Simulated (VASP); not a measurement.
Here is a VASP 6.6.1 calculation.

The input INCAR:

```
ALGO     = Fast           # electronic algorithm
DIPOL    = 0.5 0.5 0.388
EDIFF    = 1E-7           # SCF threshold, eV
ENCUT    = 520            # plane-wave cutoff, eV
IDIPOL   = 3            
ISIF     = 2              # what is computed and relaxed
ISMEAR   = 0              # smearing method
LASPH    = True           # aspherical terms in the spheres
LCHARG   = False          # write CHGCAR
LDIPOL   = True         
LREAL    = False          # projectors in reciprocal space
LWAVE    = False          # write WAVECAR
NBANDS   = 46             # bands
NELM     = 100            # most SCF steps
PREC     = Accurate       # precision mode
SIGMA    = 0.1            # smearing width, eV
```

Contents of KPOINTS:

```
k-points
0
Gamma
  12 12 1
```

POSCAR

```
SiRu5
1.0
    2.6740588505      0.0000000000      0.0000000000
   -1.3370294252      2.3158028957      0.0000000000
    0.0000000000      0.0000000000     23.8999247755
Ru Si
5 1
Direct
    0.6666666667      0.3333333333      0.1673645435
    0.3333333333      0.6666666667      0.2557907839
    0.6666666667      0.3333333333      0.3443582822
    0.3333333333      0.6666666667      0.4334512798
    0.6666666667      0.3333333333      0.5188269374
    0.6666666667      0.6666666667      0.6102817544
```

Potentials or basis: VASP PAW LDA potentials, release 64 (Ru_pv, Si).

Run with:

```console
$ cat potpaw_LDA.64/Ru_pv/POTCAR potpaw_LDA.64/Si/POTCAR > POTCAR
$ mpirun -np 1 vasp_std > vasp.out
```

(1) Predict the band gap on the k mesh.

(2) What does it give for the largest force?

Answers

(1) zero (bands 37 and 38 overlap by 2.56 eV).

(2) 0.793 eV/Å.
